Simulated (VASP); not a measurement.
# AlCo (CsCl type) (Pm-3m) in VASP: a series of runs

The runs below take AlCo (CsCl type) through single point, with HSE06.

Program: VASP 6.6.1. These are calculated values, not measurements. Logs are shortened: lines on timing, memory, paths and dates and some standing lists are left out, and cuts for length are marked.

### 1 The cell of the first run

Symmetry: Pm-3m, No. 221, cubic system. Conventional cell: a = 2.888 Å, b = 2.888 Å, c = 2.888 Å, α = 90.00°, β = 90.00°, γ = 90.00°. Within 3.3 Å of Co (site symmetry m-3m) lie 8 Al at 2.50 Å and 6 Co at 2.89 Å. Al (site symmetry m-3m) has 8 Co at 2.50 Å and 6 Al at 2.89 Å within 3.3 Å.

### 2 Single point, HSE06

Contents of POSCAR:

```
AlCo
1.0
    2.8875043009      0.0000000000      0.0000000000
    0.0000000000      2.8875043009      0.0000000000
    0.0000000000      0.0000000000      2.8875043009
Co Al
1 1
Direct
    0.0000000000      0.0000000000      0.0000000000
    0.5000000000      0.5000000000      0.5000000000
```

Contents of INCAR.step1:

```
SYSTEM = AlCo
PREC = Accurate
ENCUT = 510
EDIFF = 1E-5
ISMEAR = -1
SIGMA = 0.1
LREAL = .False.
LASPH = .True.
NELM = 120
ALGO = Normal
ISIF = 2
LWAVE = .True.
LCHARG = .False.
NBANDS = 17
GGA = PE
GGA_COMPAT = .False.
```

Contents of INCAR.step2:

```
SYSTEM = AlCo
PREC = Accurate
ENCUT = 510
EDIFF = 1E-6
ISMEAR = -1
SIGMA = 0.1
LREAL = .False.
LASPH = .True.
NELM = 120
ALGO = Normal
ISIF = 2
LWAVE = .False.
LCHARG = .False.
GGA = PE
LHFCALC = .True.
HFSCREEN = 0.2079
PRECFOCK = Normal
NBANDS = 17
ISTART = 1
GGA_COMPAT = .False.
```

Contents of KPOINTS:

```
Automatic mesh
0
Gamma
  4 4 4
  0 0 0
```

Potentials or basis: VASP PAW PBE potentials, release 64 (Co_sv, Al).

On the command line:

```sh
cat potpaw_PBE.64/Co_sv/POTCAR potpaw_PBE.64/Al/POTCAR > POTCAR
cp INCAR.step1 INCAR
mpirun -np 1 vasp_std > vasp.out
cp INCAR.step2 INCAR
mpirun -np 1 vasp_std > vasp.out
```

OUTCAR:

```text
SYSTEM = AlCo
   PREC = Accurate
   ENCUT = 510
   EDIFF = 1E-6
   ISMEAR = -1
   LREAL = .False.
   LASPH = .True.
   NELM = 120
   ISIF = 2
   GGA = PE
   LHFCALC = .True.
   HFSCREEN = 0.2079
   PRECFOCK = Normal
   ISTART = 1

 ion  position               nearest neighbor table
   1  0.000  0.000  0.000-   2 2.50   2 2.50   2 2.50   2 2.50   2 2.50   2 2.50   2 2.50   2 2.50

   2  0.500  0.500  0.500-   1 2.50   1 2.50   1 2.50   1 2.50   1 2.50   1 2.50   1 2.50   1 2.50

  LATTYP: Found a simple cubic cell.
 ALAT       =     2.8875043009

  Lattice vectors:

 A1 = (   2.8875043009,   0.0000000000,   0.0000000000)
 A2 = (   0.0000000000,   2.8875043009,   0.0000000000)
 A3 = (   0.0000000000,   0.0000000000,   2.8875043009)

Analysis of symmetry for initial positions (statically):
=====================================================================
 Subroutine PRICEL returns:
 Original cell was already a primitive cell.

 Routine SETGRP: Setting up the symmetry group for a
 simple cubic supercell.

 Subroutine GETGRP returns: Found 48 space group operations
 (whereof 48 operations were pure point group operations)
 out of a pool of 48 trial point group operations.

The static configuration has the point symmetry O_h .

Analysis of symmetry for dynamics (positions and initial velocities):
=====================================================================
 Subroutine PRICEL returns:
 Original cell was already a primitive cell.

 Routine SETGRP: Setting up the symmetry group for a
 simple cubic supercell.

 Subroutine GETGRP returns: Found 48 space group operations
 (whereof 48 operations were pure point group operations)
 out of a pool of 48 trial point group operations.

The dynamic configuration has the point symmetry O_h .

 Subroutine INISYM returns: Found 48 space group operations
 (whereof 48 operations are pure point group operations),
 and found     1 'primitive' translations

----------------------------------------------------------------------------------------

                                     Primitive cell

  volume of cell :      24.0751

  direct lattice vectors                    reciprocal lattice vectors
     2.887504301  0.000000000  0.000000000     0.346319830  0.000000000  0.000000000
     0.000000000  2.887504301  0.000000000     0.000000000  0.346319830  0.000000000
     0.000000000  0.000000000  2.887504301     0.000000000  0.000000000  0.346319830

  length of vectors
     2.887504301  2.887504301  2.887504301     0.346319830  0.346319830  0.346319830

  position of ions in fractional coordinates (direct lattice)
     0.000000000  0.000000000  0.000000000
     0.500000000  0.500000000  0.500000000

  ion indices of the primitive-cell ions
   primitive index   ion index
                 1           1
                 2           2

----------------------------------------------------------------------------------------

 KPOINTS: Automatic mesh

Automatic generation of k-mesh.
 Grid dimensions read from file:
 generate k-points for:    4    4    4

 Generating k-lattice:

  Cartesian coordinates                     Fractional coordinates (reciprocal lattice)
     0.086579958  0.000000000  0.000000000     0.250000000  0.000000000  0.000000000
     0.000000000  0.086579958  0.000000000     0.000000000  0.250000000  0.000000000
     0.000000000  0.000000000  0.086579958     0.000000000  0.000000000  0.250000000

  Length of vectors
     0.086579958  0.086579958  0.086579958

  Shift w.r.t. Gamma in fractional coordinates (k-lattice)
     0.000000000  0.000000000  0.000000000

 Subroutine IBZKPT returns following result:
 ===========================================

 Found     10 irreducible k-points:

 Following reciprocal coordinates:
            Coordinates               Weight
  0.000000  0.000000  0.000000      1.000000
  0.250000  0.000000  0.000000      6.000000
  0.500000  0.000000  0.000000      3.000000
  0.250000  0.250000  0.000000     12.000000
  0.500000  0.250000  0.000000     12.000000
  0.500000  0.500000  0.000000      3.000000
  0.250000  0.250000  0.250000      8.000000
  0.500000  0.250000  0.250000     12.000000
  0.500000  0.500000  0.250000      6.000000
  0.500000  0.500000  0.500000      1.000000
   k-points           NKPTS =     10   k-points in BZ     NKDIM =     64   number of bands    NBANDS=     17
   number of dos      NEDOS =    301   number of ions     NIONS =      2
   total plane-waves  NPLWV =  13824
   dimension x,y,z NGX =    24 NGY =   24 NGZ =   24
   dimension x,y,z NGXF=    48 NGYF=   48 NGZF=   48
   ions per type =               1   1
   NGX,Y,Z   is equivalent  to a cutoff of  13.82, 13.82, 13.82 a.u.
   NGXF,Y,Z  is equivalent  to a cutoff of  27.64, 27.64, 27.64 a.u.
 SYSTEM =  AlCo
   PREC   = accura    normal or accurate (medium, high low for compatibility)
   ISTART =      1    job   : 0-new  1-cont  2-samecut
   ICHARG =      0    charge: 1-file 2-atom 10-const
   ISPIN  =      1    spin polarized calculation?
   LNONCOLLINEAR =      F non collinear calculations
   LSORBIT =      F    spin-orbit coupling
   LASPH  =      T    aspherical Exc in radial PAW
   ENCUT  =  510.0 eV  37.48 Ry    6.12 a.u.   5.32  5.32  5.32*2*pi/ulx,y,z
   NELM   =    120;   NELMIN=  2; NELMDL=  0     # of ELM steps
   EDIFF  = 0.1E-05   stopping-criterion for ELM
   LREAL  =      F    real-space projection
   EDIFFG = 0.1E-04   stopping-criterion for IOM
   NSW    =      0    number of steps for IOM
   IBRION =     -1    ionic relax: 0-MD 1-quasi-New 2-CG
   NFREE  =      0    steps in history (QN), initial steepest desc. (CG)
   ISIF   =      2    stress and relaxation
   ISYM   =      3    0-nonsym 1-usesym 2-fastsym
   POTIM  = 0.5000    time-step for ionic-motion
   TEBEG  =    0.0;   TEEND  =   0.0 temperature during run
   PSTRESS=    0.0 pullay stress
   NELECT =      20.0000    total number of electrons
   NUPDOWN=      -1.0000    fix difference up-down
   EMIN   =  10.00;   EMAX   =-10.00  energy-range for DOS
   EFERMI =   0.00;   METHOD = LEGACY
   ISMEAR =    -1;   SIGMA  =   0.10  broadening in eV -4-tet -1-fermi 0-gaus
   EFERMI_NEDOS =   21; number of points for ismear=-14 and -15
   IALGO  =     38    algorithm
   IMIX   =      1    mixing-type and parameters
     AMIX     =   0.40;   BMIX     =  1.00
     AMIX_MAG =   1.60;   BMIX_MAG =  1.00
  volume/ion in A,a.u.               =      12.04        81.23
  Fermi-wavevector in a.u.,A,eV,Ry     =   1.538965  2.908223 32.224236  2.368415
  Thomas-Fermi vector in A             =   2.645260
   LORBIT       =      0    0 simple, 1 ext, 2 COOP (PROOUT), +10 PAW based schemes
   GGA     = PE    functional components
   LHFCALC =     T    Hartree Fock is set to
   PRECFOCK=normal    Normal, Fast or Accurate (Low or Medium for compatibility)
   ENCUT4O =  -1.0   cutoff for four orbital integrals eV
   NKREDX  =     1    reduce k-point grid by
   NKREDY  =     1    reduce k-point grid by
   NKREDZ  =     1    reduce k-point grid by
   AEXX    =    0.2500 exact exchange contribution
   HFSCREEN=    0.2079 screening length (either q_TF or 0.3 A-1)
   HFSCREENC=   0.2079 screening length for correlation (either q_TF or 0.3 A-1)
   ENCUTFOCK=  -1.0 apply spherical cutoff to Coloumb kernel
   IVDW    =     0    specifies the selected vdW correction
   LEPSILON=     F    determine dielectric tensor
   LRPA    =     F    only Hartree local field effects (RPA)
 non-spin polarized calculation
  energy-cutoff  :      510.00
  volume of cell :       24.08
 maximum number of plane-waves:       647
 NGX is ok and might be reduce to    24
  NGX = 16; NGY = 16; NGZ = 16

 number of electron      20.0000021 magnetization

 Free energy of the ion-electron system (eV)
  ---------------------------------------------------
  ext. energy  EPLUGINS =         0.00000000
  ---------------------------------------------------
  free energy    TOTEN  =       -14.10199699 eV

  energy without entropy =      -14.07437395  energy(sigma->0) =      -14.08818547

 E-fermi :  10.7004     XC(G=0): -10.0309

 val. band max:       10.3607074273   @ k =   0.5000   0.5000   0.2500
 cond. band min:      10.7365808401   @ k =   0.5000   0.5000   0.5000
 fundamental gap:      0.3758734128
 Fermi energy:        10.7003600344

 k-point     1 :       0.0000    0.0000    0.0000
  band No.  band energies     occupation
      1     -90.0113      2.00000
      2     -51.6552      2.00000
      3     -51.6552      2.00000
      4     -51.6552      2.00000
      5      -1.5332      2.00000
      6       7.2362      2.00000
[... 9 lines left out ...]
     16      26.4014      0.00000
     17      33.3237      0.00000

 k-point     2 :       0.2500    0.0000    0.0000
  band No.  band energies     occupation
      1     -90.0096      2.00000
      2     -51.6820      2.00000
      3     -51.6552      2.00000
      4     -51.6552      2.00000
      5      -0.2652      2.00000
      6       6.7551      2.00000
[... 9 lines left out ...]
     16      27.7681      0.00000
     17      27.7681      0.00000

 k-point     3 :       0.5000    0.0000    0.0000
  band No.  band energies     occupation
      1     -90.0079      2.00000
      2     -51.7084      2.00000
      3     -51.6544      2.00000
      4     -51.6544      2.00000
      5       3.1246      2.00000
      6       3.3179      2.00000
[... 9 lines left out ...]
     16      22.9276      0.00000
     17      26.2231      0.00000

 k-point     4 :       0.2500    0.2500    0.0000
  band No.  band energies     occupation
      1     -90.0079      2.00000
      2     -51.6815      2.00000
      3     -51.6803      2.00000
      4     -51.6543      2.00000
      5       0.9307      2.00000
      6       6.6722      2.00000
[... 9 lines left out ...]
     16      28.1927      0.00000
     17      28.1990      0.00000
[... 63 lines left out ...]
      1     -90.0044      2.00000
      2     -51.7079      2.00000
      3     -51.6804      2.00000
      4     -51.6792      2.00000
      5       4.1725      2.00000
      6       5.4324      2.00000
[... 9 lines left out ...]
     16      24.3992      0.00000
     17      28.6073      0.00000

 k-point     9 :       0.5000    0.5000    0.2500
  band No.  band energies     occupation
      1     -90.0026      2.00000
      2     -51.7081      2.00000
      3     -51.7081      2.00000
      4     -51.6791      2.00000
      5       4.7732      2.00000
      6       5.9952      2.00000
[... 9 lines left out ...]
     16      20.3295      0.00000
     17      24.4446      0.00000

 k-point    10 :       0.5000    0.5000    0.5000
  band No.  band energies     occupation
      1     -90.0007      2.00000
      2     -51.7077      2.00000
      3     -51.7077      2.00000
      4     -51.7077      2.00000
      5       5.4328      2.00000
      6       5.4329      2.00000
[... 9 lines left out ...]
     16      16.0441      0.00000
     17      20.6330      0.00000

------------------------ aborting loop because EDIFF is reached ----------------------------------------

  FORCE on cell =-STRESS in cart. coord.  units (eV):
  Direction    XX          YY          ZZ          XY          YZ          ZX
  --------------------------------------------------------------------------------------
  -------------------------------------------------------------------------------------
  Total       -2.0943479     -2.0943479     -2.0943479     -0.0000000     -0.0000000     -0.0000000
  in kB     -139.3771191   -139.3771191   -139.3771191     -0.0000000     -0.0000000     -0.0000000
  external PRESSURE =    -139.3771191 kB  Pullay stress =       0.0000000 kB

 VOLUME and BASIS-vectors are now :
 -----------------------------------------------------------------------------
  energy-cutoff  :      510.00
  volume of cell :       24.08
      direct lattice vectors                 reciprocal lattice vectors
     2.887504301  0.000000000  0.000000000     0.346319830  0.000000000  0.000000000
     0.000000000  2.887504301  0.000000000     0.000000000  0.346319830  0.000000000
     0.000000000  0.000000000  2.887504301     0.000000000  0.000000000  0.346319830

 POSITION                                       TOTAL-FORCE (eV/Angst)
 -----------------------------------------------------------------------------------
      0.00000      0.00000      0.00000         0.000000      0.000000      0.000000
      1.44375      1.44375      1.44375         0.000000      0.000000      0.000000
 -----------------------------------------------------------------------------------
    total drift:                               -0.000005     -0.000005     -0.000005

  FREE ENERGIE OF THE ION-ELECTRON SYSTEM (eV)
  ---------------------------------------------------
  free  energy   TOTEN  =       -14.1019969918 eV

  energy  without entropy=      -14.0743739502  energy(sigma->0) =      -14.08818547
```

It took 2.4 min on 1 thread of Intel Xeon 6975P-C (Granite Rapids), shared host; peak memory 0.24 GiB.

Results:

```yaml
Free_energy: -14.1020 eV
Pressure: -13.9 GPa
Band_gap_on_the_k_mesh: zero (bands 10 and 11 overlap by 2.50 eV)
```

Caveat: the k points lie up to 0.54 Å⁻¹ apart, too coarse for converged energies and pressures of a metal; the PAW data sets were made with another functional, which shifts forces and pressure a little; the run has no spin polarisation, though such a crystal can be magnetic. Spin polarisation is off, so any magnetic state and its effect on volume and gap are missing.

### 3 Single point, HSE06

This run uses another cell than the first one, of 11.69 Å³/atom.

Contents of POSCAR:

```
AlCo
1.0
    2.8594685081      0.0000000000      0.0000000000
    0.0000000000      2.8594685081      0.0000000000
    0.0000000000      0.0000000000      2.8594685081
Co Al
1 1
Direct
    0.0000000000      0.0000000000      0.0000000000
    0.5000000000      0.5000000000      0.5000000000
```

Contents of INCAR.step1:

```
SYSTEM = AlCo
ALGO     = Normal         ! electronic algorithm
EDIFF    = 1E-5           ! SCF threshold, eV
ENCUT    = 510            ! plane-wave cutoff, eV
GGA      = PE             ! functional
GGA_COMPAT= .FALSE.      
ISIF     = 2              ! what is computed and relaxed
ISMEAR   = -1             ! smearing method
LASPH    = .TRUE.         ! aspherical terms in the spheres
LCHARG   = .FALSE.        ! write CHGCAR
LREAL    = .FALSE.        ! projectors in reciprocal space
LWAVE    = .TRUE.         ! write WAVECAR
NBANDS   = 17             ! bands
NELM     = 120            ! most SCF steps
PREC     = Accurate       ! precision mode
SIGMA    = 0.1            ! smearing width, eV
```

Contents of INCAR.step2:

```
SYSTEM = AlCo
ALGO     = Normal         ! electronic algorithm
EDIFF    = 1E-6           ! SCF threshold, eV
ENCUT    = 510            ! plane-wave cutoff, eV
GGA      = PE             ! functional
GGA_COMPAT= .FALSE.      
HFSCREEN = 0.2079         ! screening, 1/A
ISIF     = 2              ! what is computed and relaxed
ISMEAR   = -1             ! smearing method
ISTART   = 1            
LASPH    = .TRUE.         ! aspherical terms in the spheres
LCHARG   = .FALSE.        ! write CHGCAR
LHFCALC  = .TRUE.         ! exact exchange
LREAL    = .FALSE.        ! projectors in reciprocal space
LWAVE    = .FALSE.        ! write WAVECAR
NBANDS   = 17             ! bands
NELM     = 120            ! most SCF steps
PREC     = Accurate       ! precision mode
PRECFOCK = Normal       
SIGMA    = 0.1            ! smearing width, eV
```

Contents of KPOINTS:

```
k-points
0
G
  4 4 4
  0 0 0
```

Potentials or basis: VASP PAW PBE potentials, release 64 (Co_sv, Al).

On the command line:

```sh
cat potpaw_PBE.64/Co_sv/POTCAR potpaw_PBE.64/Al/POTCAR > POTCAR
cp INCAR.step1 INCAR
mpirun -np 1 vasp_std > vasp.out
cp INCAR.step2 INCAR
mpirun -np 1 vasp_std > vasp.out
```

Run time: 2.3 min. Hardware: 1 thread of Intel Xeon Platinum 8488C (Sapphire Rapids), shared host; peak memory 0.24 GiB.

The run converged. Its results:

* Free energy: -14.1483 eV
* Pressure: -9.4 GPa
* Band gap on the k mesh: zero (bands 10 and 11 overlap by 2.51 eV)

Levels at points of the mesh, in eV from the Fermi level:
| k point | band 6 | band 7 | band 8 | band 9 | band 10 | band 11 | band 12 | band 13 | band 14 | band 15 |
| --- | --- | --- | --- | --- | --- | --- | --- | --- | --- | --- |
| (0.00, 0.00, 0.00) | -3.61 | -3.61 | -2.42 | -2.42 | -2.42 | 6.65 | 6.65 | 6.65 | 9.86 | 9.86 |
| (0.50, 0.00, 0.00) | -7.54 | -3.30 | -3.30 | -2.96 | -2.32 | 0.72 | 9.23 | 11.60 | 11.60 | 12.57 |
| (0.50, 0.50, 0.00) | -3.68 | -3.14 | -3.14 | -3.09 | -3.09 | 0.12 | 3.20 | 3.40 | 13.73 | 16.79 |
| (0.50, 0.50, 0.50) | -5.41 | -5.41 | 0.04 | 0.04 | 2.60 | 2.60 | 2.60 | 4.69 | 5.52 | 5.52 |

Caveat: the k points lie up to 0.55 Å⁻¹ apart, too coarse for converged energies and pressures of a metal; the PAW data sets were made with another functional, which shifts forces and pressure a little; the run has no spin polarisation, though such a crystal can be magnetic. Spin polarisation is off, so any magnetic state and its effect on volume and gap are missing.

### 4 Single point, HSE06

This run uses another cell than the first one, of 11.00 Å³/atom.

Contents of POSCAR:

```
AlCo
1.0
    2.8016855816      0.0000000000      0.0000000000
    0.0000000000      2.8016855816      0.0000000000
    0.0000000000      0.0000000000      2.8016855816
Co Al
1 1
Direct
    0.0000000000      0.0000000000      0.0000000000
    0.5000000000      0.5000000000      0.5000000000
```

Contents of INCAR.step1:

```
PREC = Accurate ; ENCUT = 510
EDIFF = 1E-5 ; ISMEAR = -1
SIGMA = 0.1 ; LREAL = F
LASPH = T ; NELM = 120
ALGO = Normal ; ISIF = 2
LWAVE = T ; NBANDS = 17
GGA = PE ; GGA_COMPAT = F
```

Contents of INCAR.step2:

```
PREC = Accurate ; ENCUT = 510
EDIFF = 1E-6 ; ISMEAR = -1
SIGMA = 0.1 ; LREAL = F
LASPH = T ; NELM = 120
ALGO = Normal ; ISIF = 2
LWAVE = F ; LCHARG = T
GGA = PE ; LHFCALC = T
HFSCREEN = 0.2079 ; PRECFOCK = Normal
LELF = T ; LVHAR = T
NBANDS = 17 ; ISTART = 1
GGA_COMPAT = F
```

Contents of KPOINTS:

```
regular mesh
0
Gamma
  4 4 4
```

On the command line:

```sh
cat potpaw_PBE.64/Co_sv/POTCAR potpaw_PBE.64/Al/POTCAR > POTCAR
cp INCAR.step1 INCAR
mpirun -np 1 vasp_std > vasp.out
cp INCAR.step2 INCAR
mpirun -np 1 vasp_std > vasp.out
```

Run time: 99 s. Hardware: 1 thread of Intel Xeon 6975P-C (Granite Rapids), shared host; peak memory 0.24 GiB.

Results (log left out):

| Quantity | Value |
| --- | --- |
| Free energy | -14.1733 eV |
| Pressure | 2.0 GPa |
| Band gap on the k mesh | zero (bands 10 and 11 overlap by 2.54 eV) |

Levels at points of the mesh, in eV from the Fermi level:
| k point | band 7 | band 8 | band 9 | band 10 | band 11 | band 12 | band 13 | band 14 |
| --- | --- | --- | --- | --- | --- | --- | --- | --- |
| (0.00, 0.00, 0.00) | -3.92 | -2.49 | -2.49 | -2.49 | 7.02 | 7.02 | 7.02 | 10.18 |
| (0.50, 0.00, 0.00) | -3.44 | -3.44 | -3.21 | -2.37 | 0.79 | 9.35 | 12.01 | 12.01 |
| (0.50, 0.50, 0.00) | -3.27 | -3.27 | -3.23 | -3.23 | 0.12 | 3.44 | 3.84 | 14.51 |
| (0.50, 0.50, 0.50) | -5.71 | 0.04 | 0.04 | 2.62 | 2.62 | 2.62 | 5.34 | 5.92 |

Caveat: the k points lie up to 0.56 Å⁻¹ apart, too coarse for converged energies and pressures of a metal; the PAW data sets were made with another functional, which shifts forces and pressure a little; the run has no spin polarisation, though such a crystal can be magnetic. Spin polarisation is off, so any magnetic state and its effect on volume and gap are missing.

[end of part 1 of 2]

The gap in the log of VASP goes by the Fermi energy; the results here count the filled bands.